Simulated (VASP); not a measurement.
# NaI (P6_3/mmc) in VASP: settings compared

NaI is run at these levels: PBE, r2SCAN; tasks: single point.

Program: VASP 6.6.1. These are calculated values, not measurements. Logs are shortened: lines on timing, memory, paths and dates and some standing lists are left out, and cuts for length are marked.

## (1) The cell of the first run

It takes space group P6_3/mmc (No. 194, hexagonal). Conventional cell: a = 5.416 Å, b = 5.416 Å, c = 6.462 Å, α = 90.00°, β = 90.00°, γ = 120.00°. Within 4.1 Å of Na (site symmetry -6m2) lie 5 I at 3.13 to 3.23 Å. Within 4.1 Å of I (site symmetry -6m2) lie 5 Na at 3.13 to 3.23 Å.

## (2) Single point, PBE

File INCAR:

```
SYSTEM = NaI
PREC = Accurate
ENCUT = 520
EDIFF = 1E-6
ISMEAR = 0
SIGMA = 0.01
LREAL = .False.
LASPH = .True.
NELM = 100
ALGO = Normal
ISIF = 2
LWAVE = .False.
LCHARG = .False.
GGA = PE
NBANDS = 22
```

File KPOINTS:

```
Automatic mesh
0
Gamma
  6 6 4
  0 0 0
```

File POSCAR:

```
NaI
1.0
    5.4164419187      0.0000000000      0.0000000000
   -2.7082209593      4.6907762997      0.0000000000
    0.0000000000      0.0000000000      6.4622147823
Na I
2 2
Direct
    0.3333333333      0.6666666667      0.2500000000
    0.6666666667      0.3333333333      0.7500000000
    0.6666666667      0.3333333333      0.2500000000
    0.3333333333      0.6666666667      0.7500000000
```

Potentials or basis: VASP PAW PBE potentials, release 64 (Na_pv, I).

Command:

```console
> cat potpaw_PBE.64/Na_pv/POTCAR potpaw_PBE.64/I/POTCAR > POTCAR
> mpirun -np 1 vasp_std > vasp.out
```

OUTCAR:

```text
SYSTEM = NaI
   PREC = Accurate
   ENCUT = 520
   EDIFF = 1E-6
   ISMEAR = 0
   LREAL = .False.
   LASPH = .True.
   NELM = 100
   ISIF = 2
   GGA = PE

 ion  position               nearest neighbor table
   1  0.333  0.667  0.250-   3 3.13   3 3.13   3 3.13
   2  0.667  0.333  0.750-   4 3.13   4 3.13   4 3.13
   3  0.667  0.333  0.250-   1 3.13   1 3.13   1 3.13
   4  0.333  0.667  0.750-   2 3.13   2 3.13   2 3.13

  LATTYP: Found a hexagonal cell.
 ALAT       =     5.4164419187
 C/A-ratio  =     1.1930737704

  Lattice vectors:

 A1 = (   5.4164419187,   0.0000000000,   0.0000000000)
 A2 = (  -2.7082209593,   4.6907762997,   0.0000000000)
 A3 = (   0.0000000000,   0.0000000000,   6.4622147823)

Analysis of symmetry for initial positions (statically):
=====================================================================
 Subroutine PRICEL returns:
 Original cell was already a primitive cell.

 Routine SETGRP: Setting up the symmetry group for a
 hexagonal supercell.

 Subroutine GETGRP returns: Found 24 space group operations
 (whereof 12 operations were pure point group operations)
 out of a pool of 24 trial point group operations.

The static configuration has the point symmetry D_3d.
 The point group associated with its full space group is D_6h.

Analysis of symmetry for dynamics (positions and initial velocities):
=====================================================================
 Subroutine PRICEL returns:
 Original cell was already a primitive cell.

 Routine SETGRP: Setting up the symmetry group for a
 hexagonal supercell.

 Subroutine GETGRP returns: Found 24 space group operations
 (whereof 12 operations were pure point group operations)
 out of a pool of 24 trial point group operations.

The dynamic configuration has the point symmetry D_3d.
 The point group associated with its full space group is D_6h.

 Subroutine INISYM returns: Found 24 space group operations
 (whereof 12 operations are pure point group operations),
 and found     1 'primitive' translations

----------------------------------------------------------------------------------------

                                     Primitive cell

  volume of cell :     164.1875

  direct lattice vectors                    reciprocal lattice vectors
     5.416441919  0.000000000  0.000000000     0.184623045  0.106592165  0.000000000
    -2.708220959  4.690776300  0.000000000     0.000000000  0.213184329  0.000000000
     0.000000000  0.000000000  6.462214782     0.000000000  0.000000000  0.154745708

  length of vectors
     5.416441919  5.416441919  6.462214782     0.213184329  0.213184329  0.154745708

  position of ions in fractional coordinates (direct lattice)
     0.333333333  0.666666667  0.250000000
     0.666666667  0.333333333  0.750000000
     0.666666667  0.333333333  0.250000000
     0.333333333  0.666666667  0.750000000

  ion indices of the primitive-cell ions
   primitive index   ion index
                 1           1
                 2           2
                 3           3
                 4           4

----------------------------------------------------------------------------------------

 KPOINTS: Automatic mesh

Automatic generation of k-mesh.
 Grid dimensions read from file:
 generate k-points for:    6    6    4

 Generating k-lattice:

  Cartesian coordinates                     Fractional coordinates (reciprocal lattice)
     0.030770507  0.017765361  0.000000000     0.166666667  0.000000000  0.000000000
     0.000000000  0.035530722  0.000000000     0.000000000  0.166666667  0.000000000
     0.000000000  0.000000000  0.038686427     0.000000000  0.000000000  0.250000000

  Length of vectors
     0.035530722  0.035530722  0.038686427

  Shift w.r.t. Gamma in fractional coordinates (k-lattice)
     0.000000000  0.000000000  0.000000000

 Subroutine IBZKPT returns following result:
 ===========================================

 Found     21 irreducible k-points:

 Following reciprocal coordinates:
            Coordinates               Weight
  0.000000  0.000000  0.000000      1.000000
  0.166667  0.000000  0.000000      6.000000
  0.333333  0.000000  0.000000      6.000000
  0.500000  0.000000  0.000000      3.000000
  0.166667  0.166667  0.000000      6.000000
  0.333333  0.166667  0.000000     12.000000
[... 13 lines left out ...]
  0.333333  0.166667  0.500000     12.000000
  0.333333  0.333333  0.500000      2.000000
   k-points           NKPTS =     21   k-points in BZ     NKDIM =     21   number of bands    NBANDS=     22
   number of dos      NEDOS =    301   number of ions     NIONS =      4
   total plane-waves  NPLWV =  76800
   dimension x,y,z NGX =    40 NGY =   40 NGZ =   48
   dimension x,y,z NGXF=    80 NGYF=   80 NGZF=   96
   ions per type =               2   2
   NGX,Y,Z   is equivalent  to a cutoff of  12.28, 12.28, 12.35 a.u.
   NGXF,Y,Z  is equivalent  to a cutoff of  24.55, 24.55, 24.70 a.u.
 SYSTEM =  NaI
   PREC   = accura    normal or accurate (medium, high low for compatibility)
   ISTART =      0    job   : 0-new  1-cont  2-samecut
   ICHARG =      2    charge: 1-file 2-atom 10-const
   ISPIN  =      1    spin polarized calculation?
   LNONCOLLINEAR =      F non collinear calculations
   LSORBIT =      F    spin-orbit coupling
   LASPH  =      T    aspherical Exc in radial PAW
   ENCUT  =  520.0 eV  38.22 Ry    6.18 a.u.  10.07 10.07 12.02*2*pi/ulx,y,z
   NELM   =    100;   NELMIN=  2; NELMDL= -5     # of ELM steps
   EDIFF  = 0.1E-05   stopping-criterion for ELM
   LREAL  =      F    real-space projection
   EDIFFG = 0.1E-04   stopping-criterion for IOM
   NSW    =      0    number of steps for IOM
   IBRION =     -1    ionic relax: 0-MD 1-quasi-New 2-CG
   NFREE  =      0    steps in history (QN), initial steepest desc. (CG)
   ISIF   =      2    stress and relaxation
   ISYM   =      2    0-nonsym 1-usesym 2-fastsym
   POTIM  = 0.5000    time-step for ionic-motion
   TEBEG  =    0.0;   TEEND  =   0.0 temperature during run
   PSTRESS=    0.0 pullay stress
   NELECT =      28.0000    total number of electrons
   NUPDOWN=      -1.0000    fix difference up-down
   EMIN   =  10.00;   EMAX   =-10.00  energy-range for DOS
   EFERMI =   0.00;   METHOD = LEGACY
   ISMEAR =     0;   SIGMA  =   0.01  broadening in eV -4-tet -1-fermi 0-gaus
   EFERMI_NEDOS =   21; number of points for ismear=-14 and -15
   IALGO  =     38    algorithm
   IMIX   =      4    mixing-type and parameters
     AMIX     =   0.40;   BMIX     =  1.00
     AMIX_MAG =   1.60;   BMIX_MAG =  1.00
  volume/ion in A,a.u.               =      41.05       277.00
  Fermi-wavevector in a.u.,A,eV,Ry     =   0.907850  1.715588 11.213808  0.824192
  Thomas-Fermi vector in A             =   2.031706
   LORBIT       =      0    0 simple, 1 ext, 2 COOP (PROOUT), +10 PAW based schemes
   GGA     = PE    functional components
   LHFCALC =     F    Hartree Fock is set to
   AEXX    =    0.0000 exact exchange contribution
   IVDW    =     0    specifies the selected vdW correction
   LEPSILON=     F    determine dielectric tensor
   LRPA    =     F    only Hartree local field effects (RPA)
 non-spin polarized calculation
 Gauss-broadening in eV      SIGMA  =   0.01
  energy-cutoff  :      520.00
  volume of cell :      164.19
 maximum number of plane-waves:      4476
   NGX = 21   NGY = 21   NGZ = 25

 number of electron      28.0000001 magnetization

 Free energy of the ion-electron system (eV)
  ---------------------------------------------------
  ext. energy  EPLUGINS =         0.00000000
  ---------------------------------------------------
  free energy    TOTEN  =       -10.66460991 eV

  energy without entropy =      -10.66460991  energy(sigma->0) =      -10.66460991

 E-fermi :  -0.2531     XC(G=0):  -6.7659

 val. band max:       -0.3299972286   @ k =   0.0000   0.0000   0.0000
 cond. band min:       3.2299905026   @ k =   0.0000   0.0000   0.0000
 fundamental gap:      3.5599877312
 Fermi energy:        -0.2530757562

 k-point     1 :       0.0000    0.0000    0.0000
  band No.  band energies     occupation
      1     -22.7964      2.00000
      2     -22.7964      2.00000
      3     -22.7949      2.00000
      4     -22.7949      2.00000
      5     -22.7930      2.00000
      6     -22.7891      2.00000
[... 14 lines left out ...]
     21       7.6039      0.00000
     22       7.6039      0.00000

 k-point     2 :       0.1667    0.0000    0.0000
  band No.  band energies     occupation
      1     -22.7966      2.00000
      2     -22.7965      2.00000
      3     -22.7952      2.00000
      4     -22.7949      2.00000
      5     -22.7928      2.00000
      6     -22.7893      2.00000
[... 14 lines left out ...]
     21       7.3358      0.00000
     22       7.9340      0.00000

 k-point     3 :       0.3333    0.0000    0.0000
  band No.  band energies     occupation
      1     -22.7970      2.00000
      2     -22.7967      2.00000
      3     -22.7959      2.00000
      4     -22.7949      2.00000
      5     -22.7921      2.00000
      6     -22.7899      2.00000
[... 14 lines left out ...]
     21       7.7159      0.00000
     22       8.6032      0.00000

 k-point     4 :       0.5000    0.0000    0.0000
  band No.  band energies     occupation
      1     -22.7972      2.00000
      2     -22.7968      2.00000
      3     -22.7963      2.00000
      4     -22.7949      2.00000
      5     -22.7916      2.00000
      6     -22.7903      2.00000
[... 14 lines left out ...]
     21       8.8830      0.00000
     22       8.9589      0.00000

 k-point     5 :       0.1667    0.1667    0.0000
  band No.  band energies     occupation
      1     -22.7969      2.00000
      2     -22.7968      2.00000
      3     -22.7957      2.00000
      4     -22.7949      2.00000
      5     -22.7923      2.00000
      6     -22.7897      2.00000
[... 342 lines left out ...]
 k-point    19 :       0.1667    0.1667    0.5000
  band No.  band energies     occupation
      1     -22.7968      2.00000
      2     -22.7968      2.00000
      3     -22.7958      2.00000
      4     -22.7958      2.00000
      5     -22.7907      2.00000
      6     -22.7907      2.00000
[... 14 lines left out ...]
     21       7.4549      0.00000
     22       7.4549      0.00000

 k-point    20 :       0.3333    0.1667    0.5000
  band No.  band energies     occupation
      1     -22.7974      2.00000
      2     -22.7974      2.00000
      3     -22.7959      2.00000
      4     -22.7959      2.00000
      5     -22.7904      2.00000
      6     -22.7904      2.00000
[... 14 lines left out ...]
     21       7.9574      0.00000
     22       7.9574      0.00000

 k-point    21 :       0.3333    0.3333    0.5000
  band No.  band energies     occupation
      1     -22.7975      2.00000
      2     -22.7975      2.00000
      3     -22.7960      2.00000
      4     -22.7960      2.00000
      5     -22.7903      2.00000
      6     -22.7903      2.00000
[... 14 lines left out ...]
     21       8.1205      0.00000
     22       8.1205      0.00000

------------------------ aborting loop because EDIFF is reached ----------------------------------------

  FORCE on cell =-STRESS in cart. coord.  units (eV):
  Direction    XX          YY          ZZ          XY          YZ          ZX
  --------------------------------------------------------------------------------------
  -------------------------------------------------------------------------------------
  Total        0.3928305      0.3928305      0.4280816      0.0000000      0.0000000      0.0000000
  in kB        3.8333249      3.8333249      4.1773120      0.0000000      0.0000000      0.0000000
  external PRESSURE =       3.9479873 kB  Pullay stress =       0.0000000 kB

 VOLUME and BASIS-vectors are now :
 -----------------------------------------------------------------------------
  energy-cutoff  :      520.00
  volume of cell :      164.19
      direct lattice vectors                 reciprocal lattice vectors
     5.416441919  0.000000000  0.000000000     0.184623045  0.106592165  0.000000000
    -2.708220959  4.690776300  0.000000000     0.000000000  0.213184329  0.000000000
     0.000000000  0.000000000  6.462214782     0.000000000  0.000000000  0.154745708

 POSITION                                       TOTAL-FORCE (eV/Angst)
 -----------------------------------------------------------------------------------
     -0.00000      3.12718      1.61555        -0.000000     -0.000000     -0.000000
      2.70822      1.56359      4.84666         0.000000      0.000000     -0.000000
      2.70822      1.56359      1.61555        -0.000000     -0.000000      0.000000
     -0.00000      3.12718      4.84666         0.000000      0.000000      0.000000
 -----------------------------------------------------------------------------------
    total drift:                               -0.000000      0.000000      0.000000

  FREE ENERGIE OF THE ION-ELECTRON SYSTEM (eV)
  ---------------------------------------------------
  free  energy   TOTEN  =       -10.6646099069 eV

  energy  without entropy=      -10.6646099069  energy(sigma->0) =      -10.66460991
```

It took 57 s on 1 thread of Intel Xeon Platinum 8259CL at 2.50GHz (Skylake/Cascade Lake), shared host; peak memory 0.27 GiB.

Results:

```yaml
Free_energy: -10.6646 eV
Pressure: 0.4 GPa
Band_gap_on_the_k_mesh: 3.56 eV
```

Caveat: spin-orbit coupling is left out, which moves the levels of the heavy elements.

## (3) Single point, PBE

File INCAR:

```
PREC = Accurate ; ENCUT = 520
EDIFF = 1E-6 ; ISMEAR = 0
SIGMA = 0.01 ; LREAL = F
LASPH = T ; NELM = 100
ALGO = Normal ; ISIF = 2
LWAVE = F ; LCHARG = F
GGA = PE ; NBANDS = 22
```

File KPOINTS:

```
Automatic mesh
0
Gamma
  6 6 4
```

POSCAR is that of step 2.

Potentials or basis: VASP PAW PBE potentials, release 64 (Na_pv, I).

Command:

```console
> cat potpaw_PBE.64/Na_pv/POTCAR potpaw_PBE.64/I/POTCAR > POTCAR
> mpirun -np 1 vasp_std > vasp.out
```

It took 65 s on 1 thread of Intel Xeon Platinum 8259CL at 2.50GHz (Skylake/Cascade Lake), shared host; peak memory 0.27 GiB.

The run converged. Its results:

- Free energy: -10.6646 eV
- Pressure: 0.4 GPa
- Band gap on the k mesh: 3.56 eV

Levels at points of the mesh, in eV from the valence-band top:
```csv
k point,band 10,band 11,band 12,band 13,band 14,band 15,band 16,band 17,band 18,band 19
"(0.00, 0.00, 0.00)",-0.92,-0.92,-0.37,-0.37,0.00,3.56,4.71,6.82,6.82,7.75
"(0.50, 0.00, 0.00)",-1.17,-1.16,-0.97,-0.63,-0.30,5.03,5.45,6.53,6.85,6.94
"(0.00, 0.00, 0.50)",-1.09,-0.65,-0.65,-0.65,-0.65,5.10,5.10,6.68,6.68,6.68
"(0.50, 0.00, 0.50)",-1.80,-0.78,-0.78,-0.29,-0.29,5.36,5.36,7.06,7.06,8.08
```

Caveat: spin-orbit coupling is left out, which moves the levels of the heavy elements. A k mesh can miss the band edges.

## (4) Single point, r2SCAN

POSCAR is that of step 3.

File INCAR.step1:

```
SYSTEM = NaI
PREC     = Accurate       ! precision mode
ENCUT    = 520            ! plane-wave cutoff, eV
ISMEAR   = 0              ! smearing method
SIGMA    = 0.01           ! smearing width, eV
LREAL    = .FALSE.        ! projectors in reciprocal space
LASPH    = .TRUE.         ! aspherical terms in the spheres
NELM     = 60             ! most SCF steps
NBANDS   = 22             ! bands
GGA      = PE             ! functional
ALGO     = Normal         ! electronic algorithm
EDIFF    = 1E-4           ! SCF threshold, eV
LWAVE    = .TRUE.         ! write WAVECAR
LCHARG   = .FALSE.        ! write CHGCAR
```

File INCAR.step2:

```
SYSTEM = NaI
PREC     = Accurate       ! precision mode
ENCUT    = 520            ! plane-wave cutoff, eV
EDIFF    = 1E-6           ! SCF threshold, eV
ISMEAR   = 0              ! smearing method
SIGMA    = 0.01           ! smearing width, eV
LREAL    = .FALSE.        ! projectors in reciprocal space
LASPH    = .TRUE.         ! aspherical terms in the spheres
NELM     = 60             ! most SCF steps
ALGO     = Normal         ! electronic algorithm
ISIF     = 2              ! what is computed and relaxed
LWAVE    = .FALSE.        ! write WAVECAR
LCHARG   = .TRUE.         ! write CHGCAR
METAGGA  = R2SCAN         ! meta-GGA
LMIXTAU  = .TRUE.       
LELF     = .TRUE.         ! ELF
LVHAR    = .TRUE.       
NBANDS   = 22             ! bands
ISTART   = 1
```

File KPOINTS:

```
Automatic mesh
0
G
  6 6 4
  0 0 0
```

Command:

```console
> cat potpaw_PBE.64/Na_pv/POTCAR potpaw_PBE.64/I/POTCAR > POTCAR
> cp INCAR.step1 INCAR
> mpirun -np 1 vasp_std > vasp.out
> cp INCAR.step2 INCAR
> mpirun -np 1 vasp_std > vasp.out
```

Run time: 3.3 min. Hardware: 1 thread of Intel Xeon Platinum 8259CL at 2.50GHz (Skylake/Cascade Lake), shared host; peak memory 0.32 GiB.

It converged, with:

* Free energy: -61.9643 eV
* Pressure: -0.1 GPa
* Band gap on the k mesh: 4.19 eV

Levels at points of the mesh, in eV from the valence-band top:
```csv
k point,band 12,band 13,band 14,band 15,band 16,band 17
"(0.00, 0.00, 0.00)",-0.39,-0.39,0.00,4.19,5.41,7.38
"(0.50, 0.00, 0.00)",-0.96,-0.64,-0.31,5.56,6.19,6.97
"(0.00, 0.00, 0.50)",-0.68,-0.68,-0.68,5.68,5.68,7.24
"(0.50, 0.00, 0.50)",-0.80,-0.30,-0.30,5.86,5.86,7.74
```

Caveat: the PAW data sets were made with another functional, which shifts forces and pressure a little; spin-orbit coupling is left out, which moves the levels of the heavy elements.
